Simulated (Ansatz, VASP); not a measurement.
# One calculation of Al3Cu2, two programs

Contents of POSCAR:

```
Al3Cu2
1.0
    4.0919516368      0.0000000000      0.0000000000
   -2.0459758184      3.5437340685      0.0000000000
    0.0000000000      0.0000000000      4.9927787000
Al Cu
3 2
Direct
    0.0000000000      0.0000000000      0.0000000000
    0.3333333300      0.6666666700      0.3499253500
    0.6666666700      0.3333333300      0.6500746500
    0.3333333300      0.6666666700      0.8395121300
    0.6666666700      0.3333333300      0.1604878700
```

The input INCAR.step1:

```
SYSTEM = Al3Cu2
  PREC = Accurate
  ENCUT = 660
  ISMEAR = 0
  SIGMA = 0.1
  LREAL = .FALSE.
  LASPH = .TRUE.
  NELM = 120
  NBANDS = 24
  GGA = PE
  ALGO = Normal
  EDIFF = 1E-5
  LWAVE = .TRUE.
  LCHARG = .FALSE.
  GGA_COMPAT = .FALSE.
```

INCAR.step2

```
SYSTEM = Al3Cu2
  PREC = Accurate
  ENCUT = 660
  EDIFF = 1E-6
  ISMEAR = 0
  SIGMA = 0.1
  LREAL = .FALSE.
  LASPH = .TRUE.
  NELM = 120
  ALGO = Normal
  ISIF = 2
  LWAVE = .FALSE.
  LCHARG = .FALSE.
  METAGGA = R2SCAN
  LMIXTAU = .TRUE.
  NBANDS = 24
  ISTART = 1
  GGA_COMPAT = .FALSE.
```

Contents of KPOINTS:

```
Automatic mesh
0
G
  6 6 4
  0 0 0
```

Input for Ansatz:

```yaml
crystal:
  lattice:
    - [4.0919516368, 0.0, 0.0]
    - [-2.0459758184, 3.5437340685, 0.0]
    - [0.0, 0.0, 4.9927787]
  atoms:
    - { symbol: Al, position: [0.0, 0.0, 0.0] }
    - { symbol: Al, position: [0.33333333, 0.66666667, 0.34992535] }
    - { symbol: Al, position: [0.66666667, 0.33333333, 0.65007465] }
    - { symbol: Cu, position: [0.33333333, 0.66666667, 0.83951213] }
    - { symbol: Cu, position: [0.66666667, 0.33333333, 0.16048787] }
basis:
  ecutwfc: 500
kpoints:
  mp_grid: { grid: [6, 6, 4] }
hamiltonian:
  xc: r2scan
scf:
  occupations: { method: gaussian, width: 0.1 }
  lower_state_search: "off"
output:
  forces: true
  stress: true
  eigenvalues: true
```

Alike in both runs: task single point; functional r2SCAN; k mesh 6 × 6 × 4; occupations gaussian, width 0.1 eV; no spin polarisation.

```csv
,VASP,Ansatz
version,VASP 6.6.1,Ansatz 0.2.0
potentials or method,"VASP PAW PBE potentials, release 64 (Al, Cu), cutoff 660 eV","scalar-relativistic, plane waves, PAW"
valence electrons in the cell,31,47
```

```csv
,VASP,Ansatz,Ansatz less VASP
gap on the k mesh at the Fermi level (eV),none,none,-
pressure (GPa),0.3,0.4,+0.11
"traceless stress, the component that is largest in VASP (GPa)",0.73,0.72,-0.011
rms of the force components (eV/Å),0.018,0.019,+0.0012
```

VASP's potentials were made for PBE, not for r2SCAN. Atom by atom the forces differ by 0.001 eV/Å (rms over components). A gap of «none» marks a metal or a gap that the smearing closes. The functional is the same, so the differences come from potentials, cutoffs and numerics. VASP's potentials hold 31 valence electrons a cell and Ansatz's 47, so a difference there can come from the potentials and not from the codes.
